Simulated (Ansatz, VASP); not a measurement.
**One calculation of Al, two programs**

```
Al
1.0
     0.00000    1.98815    1.98815
     1.98815    0.00000    1.98815
     1.98815    1.98815    0.00000
Al
1
Direct
  0.00000 0.00000 0.00000
```

Alike in both runs: task single point; functional PBE; dispersion D3(BJ); k mesh 12 × 12 × 12; occupations methfessel-paxton of order 1, width 0.15 eV; no spin polarisation.

```csv
,VASP,Ansatz
version,VASP 6.6.1,Ansatz 0.2.0
potentials or method,"VASP PAW PBE potentials, release 64 (Al), cutoff 520 eV","plane waves, PAW"
valence electrons in the cell,3,3
```

```tsv
	VASP	Ansatz	Ansatz less VASP
pressure (GPa)	0.7	0.7	+0.03
```
